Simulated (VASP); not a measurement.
# SiC (F222) in VASP: further runs

Runs on SiC. Level: PBE. Tasks: single point.

Program: VASP 6.6.1. These are calculated values, not measurements. Logs are shortened: lines on timing, memory, paths and dates and some standing lists are left out, and cuts for length are marked.

**1. The cell of the first run**

Symmetry: F222, No. 22, orthorhombic system. The conventional cell has a = 4.205 Å, b = 4.237 Å, c = 4.697 Å, α = 90.00°, β = 90.00°, γ = 90.00°. Within 2.5 Å of Si (site symmetry 222) lie 4 C at 1.90 Å. Within 2.5 Å of C (site symmetry 222) lie 4 Si at 1.90 Å.

**2. Single point, PBE**

File INCAR:

```
SYSTEM = SiC
PREC = Accurate
ENCUT = 600
EDIFF = 1E-6
ISMEAR = 0
SIGMA = 0.05
LREAL = .False.
LASPH = .True.
NELM = 120
ALGO = Normal
ISIF = 2
LWAVE = .False.
LCHARG = .False.
GGA = PE
NBANDS = 11
GGA_COMPAT = .False.
```

File KPOINTS:

```
Automatic mesh
0
Gamma
  10 10 10
  0 0 0
```

File POSCAR:

```
SiC
1.0
    0.0000000000      2.1022643453      2.3486234482
    2.1186882855      0.0000000000      2.3486234482
    2.1186882855      2.1022643453      0.0000000000
Si C
1 1
Direct
    0.0000000000      0.0000000000      0.0000000000
    0.7500000000      0.7500000000      0.7500000000
```

Potentials or basis: VASP PAW PBE potentials, release 64 (Si, C).

Command:

```sh
cat potpaw_PBE.64/Si/POTCAR potpaw_PBE.64/C/POTCAR > POTCAR
mpirun -np 1 vasp_std > vasp.out
```

OUTCAR:

```text
SYSTEM = SiC
   PREC = Accurate
   ENCUT = 600
   EDIFF = 1E-6
   ISMEAR = 0
   LREAL = .False.
   LASPH = .True.
   NELM = 120
   ISIF = 2
   GGA = PE

 ion  position               nearest neighbor table
   1  0.000  0.000  0.000-   2 1.90   2 1.90   2 1.90   2 1.90
   2  0.750  0.750  0.750-   1 1.90   1 1.90   1 1.90   1 1.90

  LATTYP: Found a face centered orthorhombic cell.
 ALAT       =     4.2045286906
 B/A-ratio  =     1.0078125000
 C/A-ratio  =     1.1171875000

  Lattice vectors:

 A1 = (   2.1186882855,   0.0000000000,  -2.3486234482)
 A2 = (   0.0000000000,   2.1022643453,  -2.3486234482)
 A3 = (   2.1186882855,   2.1022643453,   0.0000000000)

Analysis of symmetry for initial positions (statically):
=====================================================================
 Subroutine PRICEL returns:
 Original cell was already a primitive cell.

 Routine SETGRP: Setting up the symmetry group for a
 face centered orthorhombic supercell.

 Subroutine GETGRP returns: Found  4 space group operations
 (whereof  4 operations were pure point group operations)
 out of a pool of  8 trial point group operations.

The static configuration has the point symmetry D_2 .

Analysis of symmetry for dynamics (positions and initial velocities):
=====================================================================
 Subroutine PRICEL returns:
 Original cell was already a primitive cell.

 Routine SETGRP: Setting up the symmetry group for a
 face centered orthorhombic supercell.

 Subroutine GETGRP returns: Found  4 space group operations
 (whereof  4 operations were pure point group operations)
 out of a pool of  8 trial point group operations.

The dynamic configuration has the point symmetry D_2 .

 Subroutine INISYM returns: Found  4 space group operations
 (whereof  4 operations are pure point group operations),
 and found     1 'primitive' translations

----------------------------------------------------------------------------------------

                                     Primitive cell

  volume of cell :      20.9217

  direct lattice vectors                    reciprocal lattice vectors
     0.000000000  2.102264345  2.348623448    -0.235995075  0.237838786  0.212890662
     2.118688286  0.000000000  2.348623448     0.235995075 -0.237838786  0.212890662
     2.118688286  2.102264345  0.000000000     0.235995075  0.237838786 -0.212890662

[... 84 lines left out ...]
   LREAL  =      F    real-space projection
   EDIFFG = 0.1E-04   stopping-criterion for IOM
   NSW    =      0    number of steps for IOM
   IBRION =     -1    ionic relax: 0-MD 1-quasi-New 2-CG
   NFREE  =      0    steps in history (QN), initial steepest desc. (CG)
   ISIF   =      2    stress and relaxation
   ISYM   =      2    0-nonsym 1-usesym 2-fastsym
   POTIM  = 0.5000    time-step for ionic-motion
   TEBEG  =    0.0;   TEEND  =   0.0 temperature during run
   PSTRESS=    0.0 pullay stress
   NELECT =       8.0000    total number of electrons
   NUPDOWN=      -1.0000    fix difference up-down
   EMIN   =  10.00;   EMAX   =-10.00  energy-range for DOS
   EFERMI =   0.00;   METHOD = LEGACY
   ISMEAR =     0;   SIGMA  =   0.05  broadening in eV -4-tet -1-fermi 0-gaus
   EFERMI_NEDOS =   21; number of points for ismear=-14 and -15
   IALGO  =     38    algorithm
   IMIX   =      4    mixing-type and parameters
     AMIX     =   0.40;   BMIX     =  1.00
     AMIX_MAG =   1.60;   BMIX_MAG =  1.00
  volume/ion in A,a.u.               =      10.46        70.59
  Fermi-wavevector in a.u.,A,eV,Ry     =   1.188244  2.245455 19.210384  1.411923
  Thomas-Fermi vector in A             =   2.324378
   LORBIT       =      0    0 simple, 1 ext, 2 COOP (PROOUT), +10 PAW based schemes
   GGA     = PE    functional components
   LHFCALC =     F    Hartree Fock is set to
   AEXX    =    0.0000 exact exchange contribution
   IVDW    =     0    specifies the selected vdW correction
   LEPSILON=     F    determine dielectric tensor
   LRPA    =     F    only Hartree local field effects (RPA)
 non-spin polarized calculation
 Gauss-broadening in eV      SIGMA  =   0.05
  energy-cutoff  :      600.00
  volume of cell :       20.92
 maximum number of plane-waves:       714
 NGX is ok and might be reduce to    28
   NGX = 13   NGY = 13   NGZ = 11

 number of electron       8.0000000 magnetization

 Free energy of the ion-electron system (eV)
  ---------------------------------------------------
  ext. energy  EPLUGINS =         0.00000000
  ---------------------------------------------------
  free energy    TOTEN  =       -14.91429598 eV

  energy without entropy =      -14.91429598  energy(sigma->0) =      -14.91429598

 E-fermi :   8.6191     XC(G=0): -11.3210

 val. band max:        8.3394428954   @ k =  -0.1000   0.1000  -0.0000
 cond. band min:       9.0817779161   @ k =   0.5000   0.0000   0.5000
 fundamental gap:      0.7423350207
 Fermi energy:         8.6190954641

 k-point     1 :       0.0000    0.0000    0.0000
  band No.  band energies     occupation
      1      -7.3161      2.00000
      2       7.4532      2.00000
      3       8.2982      2.00000
      4       8.3337      2.00000
      5      13.9725      0.00000
      6      15.1809      0.00000
      7      15.2084      0.00000
      8      15.4074      0.00000
      9      20.5595      0.00000
     10      22.8279      0.00000
     11      24.0941      0.00000
[... 309 lines left out ...]
 k-point    24 :       0.4000    0.3000    0.0000
  band No.  band energies     occupation
      1      -4.5437      2.00000
      2       1.7335      2.00000
      3       5.3085      2.00000
      4       6.1329      2.00000
      5      11.3985      0.00000
      6      14.7070      0.00000
      7      18.9510      0.00000
      8      20.0948      0.00000
      9      21.0770      0.00000
     10      26.5995      0.00000
     11      28.6213      0.00000

 [... further k-points ...]
[... 5 lines left out ...]
  --------------------------------------------------------------------------------------
  -------------------------------------------------------------------------------------
  Total        1.3918366      1.5416008     -2.9456765      0.0000000      0.0000000      0.0000000
  in kB      106.5862166    118.0550944   -225.5785805      0.0000000      0.0000000      0.0000000
  external PRESSURE =      -0.3124232 kB  Pullay stress =       0.0000000 kB

 VOLUME and BASIS-vectors are now :
 -----------------------------------------------------------------------------
  energy-cutoff  :      600.00
  volume of cell :       20.92
      direct lattice vectors                 reciprocal lattice vectors
     0.000000000  2.102264345  2.348623448    -0.235995075  0.237838786  0.212890662
     2.118688286  0.000000000  2.348623448     0.235995075 -0.237838786  0.212890662
     2.118688286  2.102264345  0.000000000     0.235995075  0.237838786 -0.212890662

 POSITION                                       TOTAL-FORCE (eV/Angst)
 -----------------------------------------------------------------------------------
      0.00000      0.00000      0.00000        -0.000000     -0.000000      0.000000
      3.17803      3.15340      3.52294         0.000000      0.000000     -0.000000
 -----------------------------------------------------------------------------------
    total drift:                                0.000000      0.000000      0.000000

  FREE ENERGIE OF THE ION-ELECTRON SYSTEM (eV)
  ---------------------------------------------------
  free  energy   TOTEN  =       -14.9142959813 eV

  energy  without entropy=      -14.9142959813  energy(sigma->0) =      -14.91429598
```

It took 75 s on 1 thread of Intel Xeon 8259CL, shared host; peak memory 0.18 GiB.

Results:

```yaml
Free_energy: -14.9143 eV
Pressure: 0.0 GPa
Band_gap_on_the_k_mesh: 0.74 eV (least direct gap 4.43 eV)
```

Stress tensor (GPa, compression positive):
```
 10.66   0.00   0.00
  0.00  11.81   0.00
  0.00   0.00 -22.56
```

Levels at points of the mesh, in eV from the valence-band top:
```csv
k point,band 1,band 2,band 3,band 4,band 5,band 6,band 7,band 8
"(0.00, 0.00, 0.00)",-15.66,-0.89,-0.04,-0.01,5.63,6.84,6.87,7.07
"(0.50, 0.00, 0.00)",-12.10,-8.80,-2.07,-0.68,4.04,7.08,7.68,9.78
"(0.50, 0.50, 0.00)",-11.21,-8.97,-2.70,-2.69,1.74,5.18,13.09,13.68
"(0.50, 0.00, 0.50)",-10.36,-7.59,-3.96,-3.76,0.74,3.29,11.70,14.40
"(0.00, 0.50, 0.50)",-10.42,-7.68,-3.88,-3.67,0.81,3.42,11.61,14.25
```

Caveat: the cell differs from its parent crystal (strain +e along x and -e along y -0.0525, strain +e along z and -e/2 along x and y -0.0400); the stress differs along the axes, from -23 to 12 GPa; semilocal functionals underestimate gaps, and a narrow one can read as zero. A k mesh can miss the band edges.

**3. Single point, PBE**

File INCAR:

```
PREC = Accurate ; ENCUT = 600
EDIFF = 1E-6 ; ISMEAR = 0
SIGMA = 0.05 ; LREAL = F
LASPH = T ; NELM = 120
ALGO = Normal ; ISIF = 2
LWAVE = F ; LCHARG = F
GGA = PE ; NBANDS = 11
GGA_COMPAT = F
```

File KPOINTS:

```
Automatic mesh
0
Gamma
  10 10 10
```

File POSCAR:

```
SiC
1.0
    0.0000000000      2.2117572799      2.3321995080
    2.0256192910      0.0000000000      2.3321995080
    2.0256192910      2.2117572799      0.0000000000
Si C
1 1
Direct
    0.0000000000      0.0000000000      0.0000000000
    0.7500000000      0.7500000000      0.7500000000
```

Potentials or basis: VASP PAW PBE potentials, release 64 (Si, C).

Command:

```sh
cat potpaw_PBE.64/Si/POTCAR potpaw_PBE.64/C/POTCAR > POTCAR
mpirun -np 1 vasp_std > vasp.out
```

It took 58 s on 1 thread of Intel Xeon 8259CL, shared host; peak memory 0.18 GiB.

The run converged. Its results:

| Quantity | Value |
| --- | --- |
| Free energy | -14.9022 eV |
| Pressure | -0.2 GPa |
| Band gap on the k mesh | 0.31 eV (least direct gap 4.42 eV) |

Stress tensor (GPa, compression positive):
```
 15.97   0.00   0.00
  0.00   1.84   0.00
  0.00   0.00 -18.40
```

Levels at points of the mesh, in eV from the valence-band top:
| k point | band 1 | band 2 | band 3 | band 4 | band 5 | band 6 | band 7 | band 8 | band 9 |
| --- | --- | --- | --- | --- | --- | --- | --- | --- | --- |
| (0.00, 0.00, 0.00) | -15.81 | -0.93 | -0.43 | 0.00 | 5.53 | 6.59 | 6.89 | 6.96 | 12.04 |
| (0.50, 0.00, 0.00) | -12.24 | -8.95 | -2.23 | -0.85 | 3.96 | 6.15 | 8.24 | 9.75 | 14.62 |
| (0.50, 0.50, 0.00) | -11.30 | -9.03 | -2.94 | -2.85 | 1.57 | 4.94 | 12.35 | 12.93 | 14.70 |
| (0.50, 0.00, 0.50) | -10.90 | -8.37 | -3.55 | -3.34 | 1.08 | 4.05 | 11.24 | 13.38 | 15.06 |
| (0.00, 0.50, 0.50) | -10.24 | -7.28 | -4.46 | -4.34 | 0.31 | 2.49 | 12.21 | 13.91 | 15.01 |

Caveat: the cell differs from its parent crystal (strain +e along x and -e along y -0.0700, strain +e along z and -e/2 along x and y +0.0100); the stress differs along the axes, from -18 to 16 GPa; semilocal functionals underestimate gaps, and a narrow one can read as zero. A k mesh can miss the band edges.
